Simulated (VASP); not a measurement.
# TiO2 (I4_1/amd) in VASP: single point with PBEsol

Aim: the single point of TiO2 with PBEsol.

Program: VASP 6.6.1. These are calculated values, not measurements. Logs are shortened: lines on timing, memory, paths and dates and some standing lists are left out, and cuts for length are marked.

### 1 The cell of the first run

It takes space group I4_1/amd (No. 141, tetragonal). Conventional cell: a = 3.770 Å, b = 3.770 Å, c = 9.548 Å, α = 90.00°, β = 90.00°, γ = 90.00°. Within 2.6 Å of Ti (site symmetry -4m2) lie 6 O at 1.93 to 1.98 Å. Within 2.6 Å of O (site symmetry 2mm) lie 3 Ti at 1.93 to 1.98 Å and 2 O at 2.46 Å.

### 2 Single point, PBEsol

INCAR

```
SYSTEM = TiO2
PREC = Accurate
ENCUT = 520
EDIFF = 1E-6
ISMEAR = -1
SIGMA = 0.05
LREAL = Auto
LASPH = .TRUE.
NELM = 60
ALGO = Normal
ISIF = 2
LWAVE = .FALSE.
LCHARG = .FALSE.
GGA = PS
NBANDS = 492
LUSENCCL = .FALSE.
```

KPOINTS

```
Automatic mesh
0
G
  1 1 1
  0 0 0
```

POSCAR

```
TiO2
1.0
   11.3112820000      0.0000050000     -0.0000270000
    0.0000050000     11.3112820000     -0.0000270000
   -0.0000230000     -0.0000230000      9.5483880000
Ti O
36 72
Direct
    0.0000000000      0.0000000000      0.0000000000
    0.0000000000      0.3333330000      0.0000000000
    0.0000000000      0.6666670000      0.0000000000
    0.3333330000      0.0000000000      0.0000000000
    0.3333330000      0.3333330000      0.0000000000
    0.3333330000      0.6666670000      0.0000000000
[... 100 lines left out ...]
    0.8333330000      0.5000000000      0.7075730000
    0.8333330000      0.8333340000      0.7075730000
```

Potentials or basis: VASP PAW PBE potentials, release 64 (Ti_sv, O).

Run with:

```
$ cat potpaw_PBE.64/Ti_sv/POTCAR potpaw_PBE.64/O/POTCAR > POTCAR
$ mpirun -np 1 vasp_gam > vasp.out
```

OUTCAR:

```text
SYSTEM = TiO2
   PREC = Accurate
   ENCUT = 520
   EDIFF = 1E-6
   ISMEAR = -1
   LREAL = Auto
   LASPH = .TRUE.
   NELM = 60
   ISIF = 2
   GGA = PS

 ion  position               nearest neighbor table
   1  0.000  0.000  0.000-  55 1.93  88 1.93  82 1.93  57 1.93  37 1.98  64 1.98
   2  0.000  0.333  0.000-  89 1.93  56 1.93  83 1.93  55 1.93  38 1.98  65 1.98
   3  0.000  0.667  0.000-  90 1.93  57 1.93  84 1.93  56 1.93  39 1.98  66 1.98
   4  0.333  0.000  0.000-  58 1.93  82 1.93  60 1.93  85 1.93  40 1.98  67 1.98
   5  0.333  0.333  0.000-  83 1.93  59 1.93  86 1.93  58 1.93  41 1.98  68 1.98
   6  0.333  0.667  0.000-  60 1.93  84 1.93  59 1.93  87 1.93  42 1.98  69 1.98
[... 100 lines left out ...]
 107  0.833  0.500  0.708-  27 1.93  26 1.93  35 1.98
 108  0.833  0.833  0.708-  25 1.93  27 1.93  36 1.98

  LATTYP: Found a simple tetragonal cell.
 ALAT       =    11.3112820000
 C/A-ratio  =     0.8441472859

  Lattice vectors:

 A1 = (  11.3112820000,   0.0000050000,  -0.0000270000)
 A2 = (   0.0000050000,  11.3112820000,  -0.0000270000)
 A3 = (  -0.0000230000,  -0.0000230000,   9.5483880000)

Analysis of symmetry for initial positions (statically):
=====================================================================
 Subroutine PRICEL returns following result:

  LATTYP: Found a body centered tetragonal cell.
 ALAT       =     3.7704235629
 C/A-ratio  =     2.5324443901

  Lattice vectors:

 A1 = (  -1.8852281038,   1.8852051038,   4.7741940000)
 A2 = (   1.8852051038,  -1.8852281038,   4.7741940000)
 A3 = (   1.8852297704,   1.8852184591,  -4.7742030000)

  18 primitive cells build up your supercell.

 Routine SETGRP: Setting up the symmetry group for a
 simple tetragonal supercell.

 Subroutine GETGRP returns: Found 16 space group operations
 (whereof  8 operations were pure point group operations)
 out of a pool of 16 trial point group operations.

The static configuration has the point symmetry D_2d.
 The point group associated with its full space group is D_4h.

Analysis of symmetry for dynamics (positions and initial velocities):
=====================================================================
 Subroutine PRICEL returns following result:

  LATTYP: Found a body centered tetragonal cell.
 ALAT       =     3.7704235629
 C/A-ratio  =     2.5324443901

  Lattice vectors:

 A1 = (  -1.8852281038,   1.8852051038,   4.7741940000)
 A2 = (   1.8852051038,  -1.8852281038,   4.7741940000)
[... 98 lines left out ...]
   EDIFFG = 0.1E-04   stopping-criterion for IOM
   NSW    =      0    number of steps for IOM
   IBRION =     -1    ionic relax: 0-MD 1-quasi-New 2-CG
   NFREE  =      0    steps in history (QN), initial steepest desc. (CG)
   ISIF   =      2    stress and relaxation
   ISYM   =      2    0-nonsym 1-usesym 2-fastsym
   POTIM  = 0.5000    time-step for ionic-motion
   TEBEG  =    0.0;   TEEND  =   0.0 temperature during run
   PSTRESS=    0.0 pullay stress
   NELECT =     864.0000    total number of electrons
   NUPDOWN=      -1.0000    fix difference up-down
   EMIN   =  10.00;   EMAX   =-10.00  energy-range for DOS
   EFERMI =   0.00;   METHOD = LEGACY
   ISMEAR =    -1;   SIGMA  =   0.05  broadening in eV -4-tet -1-fermi 0-gaus
   EFERMI_NEDOS =   21; number of points for ismear=-14 and -15
   IALGO  =     38    algorithm
   IMIX   =      4    mixing-type and parameters
     AMIX     =   0.40;   BMIX     =  1.00
     AMIX_MAG =   1.60;   BMIX_MAG =  1.00
  volume/ion in A,a.u.               =      11.31        76.34
  Fermi-wavevector in a.u.,A,eV,Ry     =   1.458573  2.756303 28.945513  2.127435
  Thomas-Fermi vector in A             =   2.575242
   LORBIT       =      0    0 simple, 1 ext, 2 COOP (PROOUT), +10 PAW based schemes
   GGA     = PS    functional components
   LHFCALC =     F    Hartree Fock is set to
   AEXX    =    0.0000 exact exchange contribution
   IVDW    =     0    specifies the selected vdW correction
   LEPSILON=     F    determine dielectric tensor
   LRPA    =     F    only Hartree local field effects (RPA)
 non-spin polarized calculation
  energy-cutoff  :      520.00
  volume of cell :     1221.67
 maximum number of plane-waves:     16440
   NGX = 43   NGY = 43   NGZ = 35

 number of electron     863.9999480 magnetization

 Free energy of the ion-electron system (eV)
  ---------------------------------------------------
  ext. energy  EPLUGINS =         0.00000000
  ---------------------------------------------------
  free energy    TOTEN  =     -1012.27268322 eV

  energy without entropy =    -1012.27268322  energy(sigma->0) =    -1012.27268322

 E-fermi :   4.3541     XC(G=0): -11.0368

 val. band max:        3.2130392431   @ k =   0.0000   0.0000   0.0000
 cond. band min:       5.3989619350   @ k =   0.0000   0.0000   0.0000
 fundamental gap:      2.1859226919
 Fermi energy:         4.3541384670

 k-point     1 :       0.0000    0.0000    0.0000
  band No.  band energies     occupation
      1     -52.7921      2.00000
      2     -52.7824      2.00000
      3     -52.7824      2.00000
      4     -52.7823      2.00000
      5     -52.7823      2.00000
      6     -52.7727      2.00000
[... 436 lines left out ...]
    443       6.3508      0.00000
    444       6.3508      0.00000
 [bands above 444 left out]

------------------------ aborting loop because EDIFF is reached ----------------------------------------

  FORCE on cell =-STRESS in cart. coord.  units (eV):
  Direction    XX          YY          ZZ          XY          YZ          ZX
  --------------------------------------------------------------------------------------
  -------------------------------------------------------------------------------------
  Total       -1.1451010     -1.1451010      9.9325700     -0.0000010     -0.0000212     -0.0000212
  in kB       -1.5017605     -1.5017605     13.0262227     -0.0000013     -0.0000278     -0.0000278
  external PRESSURE =       3.3409006 kB  Pullay stress =       0.0000000 kB

 VOLUME and BASIS-vectors are now :
 -----------------------------------------------------------------------------
  energy-cutoff  :      520.00
  volume of cell :     1221.67
      direct lattice vectors                 reciprocal lattice vectors
    11.311282000  0.000005000 -0.000027000     0.088407309 -0.000000039  0.000000213
     0.000005000 11.311282000 -0.000027000    -0.000000039  0.088407309  0.000000213
    -0.000023000 -0.000023000  9.548388000     0.000000250  0.000000250  0.104729720

 POSITION                                       TOTAL-FORCE (eV/Angst)
 -----------------------------------------------------------------------------------
      0.00000      0.00000      0.00000        -0.000000     -0.000000      0.000000
      0.00000      3.77042     -0.00001        -0.000000     -0.000000      0.000000
      0.00000      7.54086     -0.00002        -0.000000      0.000000      0.000000
      3.77042      0.00000     -0.00001        -0.000000      0.000000      0.000000
      3.77043      3.77043     -0.00002        -0.000000      0.000000      0.000000
      3.77043      7.54086     -0.00003        -0.000000     -0.000000      0.000000
[... 100 lines left out ...]
      9.42605      5.65563      6.75615        -0.000000     -0.000000      0.118683
      9.42605      9.42606      6.75614        -0.000000     -0.000000      0.118683
 -----------------------------------------------------------------------------------
    total drift:                                0.000001     -0.000000      0.097424

  FREE ENERGIE OF THE ION-ELECTRON SYSTEM (eV)
  ---------------------------------------------------
  free  energy   TOTEN  =     -1012.2726832238 eV

  energy  without entropy=    -1012.2726832200  energy(sigma->0) =    -1012.27268322
```

stdout:

```text
Offloading initialized ...    1 GPUs detected
 POSCAR found type information on POSCAR TiO
 POSCAR found :  2 types and     108 ions
 scaLAPACK will be used selectively (only on CPU)
 -----------------------------------------------------------------------------
|                                                                             |
|                                                                             |
|     You enforced a specific xc type in the INCAR file but a different       |
|     I HOPE YOU KNOW WHAT YOU ARE DOING!                                     |
|                                                                             |
 -----------------------------------------------------------------------------

 LDA part: xc-table for (Slater+PW92), standard interpolation
 POSCAR, INCAR and KPOINTS ok, starting setup
 FFT: planning ... GRIDC
 FFT: planning ... GRID_SOFT
 FFT: planning ... GRID
 WAVECAR not read
 entering main loop
```

It took 1.7 min on 1 × NVIDIA H100 80GB with 1 thread of AMD EPYC 7R13 (Zen 3), shared host; peak memory 1.9 GiB.

Results:

```yaml
Free_energy: -1012.2727 eV
Pressure: 0.3 GPa
Largest_force: 0.119 eV/Å
Band_gap_on_the_k_mesh: 2.19 eV
```

Forces in eV/Å, atoms in the order of the input:
```
Ti   0.000  0.000  0.000
Ti   0.000  0.000  0.000
Ti   0.000  0.000  0.000
Ti   0.000  0.000  0.000
Ti   0.000  0.000  0.000
Ti   0.000  0.000  0.000
Ti   0.000  0.000  0.000
Ti   0.000  0.000  0.000
Ti   0.000  0.000  0.000
Ti   0.000  0.000  0.000
Ti   0.000  0.000  0.000
Ti   0.000  0.000  0.000
Ti   0.000  0.000  0.000
Ti   0.000  0.000  0.000
Ti   0.000  0.000  0.000
Ti   0.000  0.000  0.000
Ti   0.000  0.000  0.000
Ti   0.000  0.000  0.000
Ti   0.000  0.000  0.000
Ti   0.000  0.000  0.000
Ti   0.000  0.000  0.000
Ti   0.000  0.000  0.000
Ti   0.000  0.000  0.000
Ti   0.000  0.000  0.000
Ti   0.000  0.000  0.000
Ti   0.000  0.000  0.000
Ti   0.000  0.000  0.000
Ti   0.000  0.000  0.000
Ti   0.000  0.000  0.000
Ti   0.000  0.000  0.000
Ti   0.000  0.000  0.000
Ti   0.000  0.000  0.000
Ti   0.000  0.000  0.000
Ti   0.000  0.000  0.000
Ti   0.000  0.000  0.000
Ti   0.000  0.000  0.000
O    0.000  0.000  0.119
O    0.000  0.000  0.119
O    0.000  0.000  0.119
O    0.000  0.000  0.119
O    0.000  0.000  0.119
O    0.000  0.000  0.119
O    0.000  0.000  0.119
O    0.000  0.000  0.119
O    0.000  0.000  0.119
O    0.000  0.000  0.119
O    0.000  0.000  0.119
O    0.000  0.000  0.119
O    0.000  0.000  0.119
O    0.000  0.000  0.119
O    0.000  0.000  0.119
O    0.000  0.000  0.119
O    0.000  0.000  0.119
O    0.000  0.000  0.119
O    0.000  0.000 -0.119
O    0.000  0.000 -0.119
O    0.000  0.000 -0.119
O    0.000  0.000 -0.119
O    0.000  0.000 -0.119
O    0.000  0.000 -0.119
O    0.000  0.000 -0.119
O    0.000  0.000 -0.119
O    0.000  0.000 -0.119
O    0.000  0.000 -0.119
O    0.000  0.000 -0.119
O    0.000  0.000 -0.119
O    0.000  0.000 -0.119
O    0.000  0.000 -0.119
O    0.000  0.000 -0.119
O    0.000  0.000 -0.119
O    0.000  0.000 -0.119
O    0.000  0.000 -0.119
O    0.000  0.000 -0.119
O    0.000  0.000 -0.119
O    0.000  0.000 -0.119
O    0.000  0.000 -0.119
O    0.000  0.000 -0.119
O    0.000  0.000 -0.119
O    0.000  0.000 -0.119
O    0.000  0.000 -0.119
O    0.000  0.000 -0.119
O    0.000  0.000  0.119
O    0.000  0.000  0.119
O    0.000  0.000  0.119
O    0.000  0.000  0.119
O    0.000  0.000  0.119
O    0.000  0.000  0.119
O    0.000  0.000  0.119
O    0.000  0.000  0.119
O    0.000  0.000  0.119
O    0.000  0.000 -0.119
O    0.000  0.000 -0.119
O    0.000  0.000 -0.119
O    0.000  0.000 -0.119
O    0.000  0.000 -0.119
O    0.000  0.000 -0.119
O    0.000  0.000 -0.119
O    0.000  0.000 -0.119
O    0.000  0.000 -0.119
O    0.000  0.000  0.119
O    0.000  0.000  0.119
O    0.000  0.000  0.119
O    0.000  0.000  0.119
O    0.000  0.000  0.119
O    0.000  0.000  0.119
O    0.000  0.000  0.119
O    0.000  0.000  0.119
O    0.000  0.000  0.119
```

Stress tensor (GPa, compression positive):
```
-0.15  0.00  0.00
 0.00 -0.15  0.00
 0.00  0.00  1.30
```

Caveat: the k points lie up to 0.66 Å⁻¹ apart; the PAW data sets were made with another functional, which shifts forces and pressure a little. A k mesh can miss the band edges.
